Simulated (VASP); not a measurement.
Write the native input for VASP 6.6.1 that does the following.

* Task: relaxation of cell and atoms
* Functional: PBE
* Potentials or basis: VASP PAW PBE potentials, release 64 (Ni)
* Cutoff: 600 eV
* k mesh: 20 × 20 × 20
* Occupations: gaussian, width 0.1 eV
* Spin: collinear spin, ferromagnetic start
* Starting moments: [0.75] μB
* Target pressure: 2 GPa
* Dipole correction: no
* Further INCAR settings: ALGO = Normal; EDIFF = 1e-06; IBRION = 2; EDIFFG = -0.008; NSW = 70; ISIF = 3

The structure of Ni lies in POSCAR:

```
Ni
1.0
    0.0000000000      1.7480143558      1.7480143558
    1.7480143558      0.0000000000      1.7480143558
    1.7480143558      1.7480143558      0.0000000000
Ni
1
Direct
    0.0000000000      0.0000000000      0.0000000000
```

One way to write it, as run:

INCAR

```
SYSTEM = Ni
PREC = Accurate ; ENCUT = 600
EDIFF = 1E-6 ; ISMEAR = 0
SIGMA = 0.1 ; LREAL = .False.
LASPH = .True. ; NELM = 150
ALGO = Normal ; ISIF = 3
LWAVE = .False. ; LCHARG = .False.
ISPIN = 2 ; MAGMOM = 0.75
LORBIT = 11 ; LMAXMIX = 4
GGA = PE ; IBRION = 2
NSW = 70 ; EDIFFG = -0.008
PSTRESS = 20.0
```

KPOINTS

```
regular mesh
0
Gamma
  20 20 20
  0 0 0
```

Potentials or basis: VASP PAW PBE potentials, release 64 (Ni).

Run with:

```sh
$ cat potpaw_PBE.64/Ni/POTCAR > POTCAR
$ mpirun -np 1 vasp_std > vasp.out
```

It gave:

* Relaxed volume: 10.77 Å³/atom
* Relaxed cell: a = 2.479 Å, b = 2.479 Å, c = 2.479 Å, α = 60.00°, β = 60.00°, γ = 60.00°
* Space group after relaxing (to 0.1 Å): Fm-3m (No. 225)
* Energy change on relaxing (the run minimises the enthalpy): -1.7 meV/atom
* Ionic steps: 3
* Pressure after relaxing: 2.1 GPa
* Net moment: 0.63 μB per cell
* Site moments: Ni +0.64 μB
* Valence electrons inside the program's atomic spheres: Ni 9.33

Caveat: the cell is relaxed towards a set pressure, so the run minimises the enthalpy, not the energy.

It took 5.1 min on 1 thread of Intel Xeon 8259CL, with other jobs on the host, peak memory 0.15 GiB.
